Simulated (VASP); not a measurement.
**Rh: single point with r2SCAN**

Rh:

```
Rh
1.0
     0.00000    2.61841    2.61841
     2.61841    0.00000    2.61841
     2.61841    2.61841    0.00000
Rh
2
Direct
  0.12500 0.12500 0.12500
  0.87500 0.87500 0.87500
```

This isn't the form of Rh at room conditions, which is fcc.

```
Program                : VASP 6.6.1
Task                   : single point
Functional             : r2SCAN
Potentials or basis    : VASP PAW PBE potentials, release 64 (Rh_pv)
Cutoff                 : 520 eV
k mesh                 : 11 × 11 × 11
Occupations            : fermi-dirac, width 0.1 eV
Spin                   : no spin polarisation
Dipole correction      : no
Further INCAR settings : ALGO = Normal; EDIFF = 1e-06; NBANDS = 22
```

The pressure is 26.2 GPa. The band gap on the k mesh is zero (bands 15 and 16 overlap by 1.53 eV).

Levels at points of the mesh, in eV from the Fermi level:
| k point | band 13 | band 14 | band 15 | band 16 | band 17 | band 18 |
| --- | --- | --- | --- | --- | --- | --- |
| (0.00, 0.00, 0.00) | -1.79 | -1.79 | -1.79 | 0.51 | 0.51 | 13.69 |

Run time: 2.1 min on 1 thread of Intel(R) Xeon(R) Platinum 8259CL CPU @ 2.50GHz (Skylake/Cascade Lake), with other jobs on the host, peak memory 0.18 GiB.

Caveat: the cell stands under pressure; the PAW data sets were made with another functional, which shifts forces and pressure a little.
